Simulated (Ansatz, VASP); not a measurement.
CClO: VASP beside Ansatz

The input INCAR:

```
PREC = Accurate
ENCUT = 520
EDIFF = 1E-6
ISMEAR = -1
SIGMA = 0.1
LREAL = F
LASPH = T
NELM = 80
ALGO = Normal
ISIF = 2
LWAVE = F
LCHARG = F
GGA = PE
NBANDS = 26
```

KPOINTS

```
regular mesh
0
Gamma
  5 5 3
```

The input POSCAR:

```
CClO
1.0
    3.4420040000      0.0000000000      0.0000000000
    0.0000000000      3.4324960000      0.0000000000
    0.0000000000      0.0000000000      7.2928650000
C O Cl
2 2 2
Direct
    0.0000000000      0.5000000000      0.0700000000
    0.5000000000      0.0000000000      0.9300000000
    0.0000000000      0.0000000000      0.9400000000
    0.5000000000      0.5000000000      0.0600000000
    0.0000000000      0.0000000000      0.3000000000
    0.5000000000      0.5000000000      0.7000000000
```

Input for Ansatz:

```yaml
crystal:
  lattice:
    - [3.442004, 0.0, 0.0]
    - [0.0, 3.432496, 0.0]
    - [0.0, 0.0, 7.292865]
  atoms:
    - { symbol: C, position: [0.0, 0.5, 0.07] }
    - { symbol: C, position: [0.5, 0.0, 0.93] }
    - { symbol: O, position: [0.0, 0.0, 0.94] }
    - { symbol: O, position: [0.5, 0.5, 0.06] }
    - { symbol: Cl, position: [0.0, 0.0, 0.3] }
    - { symbol: Cl, position: [0.5, 0.5, 0.7] }
  symmetry: { tolerance: 0.0003 }
kpoints:
  mp_grid: { grid: [5, 5, 3], shift: [0, 0, 0] }
magnetization:
  spin_polarized: false
scf:
  occupations: { method: fermi_dirac }
  n_extra_bands: 16
hamiltonian:
  pseudopotentials: { kind: paw }
  xc: pbe
basis:
  ecutwfc: 420
output:
  forces: true
  stress: true
  eigenvalues: true
```

Alike in both runs: task single point; functional PBE; k mesh 5 × 5 × 3; no spin polarisation.

|  | VASP | Ansatz |
| --- | --- | --- |
| version | VASP 6.6.1 | Ansatz 0.2.0 |
| potentials or method | VASP PAW PBE potentials, release 64 (C, O, Cl), cutoff 520 eV | PAW plane waves |
| occupations | fermi-dirac, width 0.1 eV | fermi-dirac |
| valence electrons in the cell | 34 | 34 |

```csv
,VASP,Ansatz,Ansatz less VASP
gap on the k mesh at the Fermi level (eV),none,none,-
pressure (GPa),-6.5,-6.4,+0.13
"traceless stress, the component that is largest in VASP (GPa)",10.61,10.69,+0.083
rms of the force components (eV/Å),0.736,0.730,-0.0067
```

Atom by atom the forces differ by 0.008 eV/Å (rms over components). A gap of «none» marks a metal or a gap that the smearing closes.

The k mesh is coarse, so the values compare programs but aren't converged.
